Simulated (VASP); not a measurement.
Here is a VASP 6.6.1 calculation.

The input INCAR:

```
PREC     = Accurate       # precision mode
ENCUT    = 520            # plane-wave cutoff, eV
EDIFF    = 1E-6           # SCF threshold, eV
ISMEAR   = 0              # smearing method
SIGMA    = 0.05           # smearing width, eV
LREAL    = False          # projectors in reciprocal space
LASPH    = True           # aspherical terms in the spheres
NELM     = 80             # most SCF steps
ALGO     = Normal         # electronic algorithm
ISIF     = 2              # what is computed and relaxed
LWAVE    = False          # write WAVECAR
LCHARG   = False          # write CHGCAR
GGA      = CA             # functional
NBANDS   = 10             # bands
```

Contents of KPOINTS:

```
Automatic mesh
0
Gamma
  8 8 4
```

POSCAR

```
H
1.0
    1.7309584530     -2.8682726415      0.0000000000
    1.7309584530      2.8682726415      0.0000000000
    0.0000000000      0.0000000000      6.3137686200
H
4
Direct
    0.5678085000      0.4321915000      0.9995149500
    0.4321915000      0.5678085000      0.0004850500
    0.4321915000      0.5678085000      0.4995149500
    0.5678085000      0.4321915000      0.5004850500
```

Potentials or basis: VASP PAW LDA potentials, release 64 (H).

Run with:

```console
$ cat potpaw_LDA.64/H/POTCAR > POTCAR
$ mpirun -np 1 vasp_std > vasp.out
```

What does it give for the largest force?

0.275 eV/Å.

Estimate the pressure.

-0.9 GPa.

Predict the band gap on the k mesh.

7.52 eV.

Stress tensor (GPa, compression positive):
```
-0.54  0.00  0.00
 0.00 -1.85  0.00
 0.00  0.00 -0.37
```

Caveat: the cell differs from its parent crystal (strain +0.050 along x and y, +0.000 along z). A k mesh can miss the band edges.
